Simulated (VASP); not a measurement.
Runs of VASP 6.6.1 on GaSb. The structure is that of space group F-43m (No. 216), or close to it. The cells are those of the table. 

| task | level | potentials or basis | cell | cutoff (eV) | gap on the mesh (eV) | pressure (GPa) | relaxed volume (Å³/atom) |
| --- | --- | --- | --- | --- | --- | --- | --- |
| single point | PBEsol | VASP PAW PBE potentials, release 64 (Ga_d, Sb) | a = 4.324 Å, angles 60.0°, 2 atoms | 520 | none | 0.1 | - |
| single point | r2SCAN | VASP PAW PBE potentials, release 64 (Ga_d, Sb) | a = 4.292 Å, angles 60.0°, 2 atoms | 550 | (a) | 1.9 | - |
| relaxation of cell and atoms | LDA | VASP PAW LDA potentials, release 64 (Ga_d, Sb) | relaxed from a = 4.398 Å, angles 60.0°, 2 atoms | 600 | 0.09 | 0.0 | (b) |
| relaxation of cell and atoms | PBEsol | VASP PAW PBE potentials, release 64 (Ga_d, Sb) | relaxed from a = 4.398 Å, angles 60.0°, 2 atoms | 600 | none | 0.0 | 28.62 |
| single point | PBE | VASP PAW PBE potentials, release 64 (Ga_d, Sb) | a = 4.354 Å, angles 60.0°, 2 atoms | 500 | none | 1.5 | - |

Alike in all rows: no spin polarisation; k mesh 6 × 6 × 6; smearing fermi-dirac 0.02 eV.

**Question.** Estimate the missing entries.

**Answer.** (a) 0.63; (b) 27.75.

Caveats: spin-orbit coupling is left out, which moves the levels of the heavy elements; the PAW data sets were made with another functional, which shifts forces and pressure a little (some runs).

A k mesh can miss the band edges, and the runs leave out spin-orbit coupling on Ga, Sb.

A gap of «none» marks levels without a gap at the run's occupations.
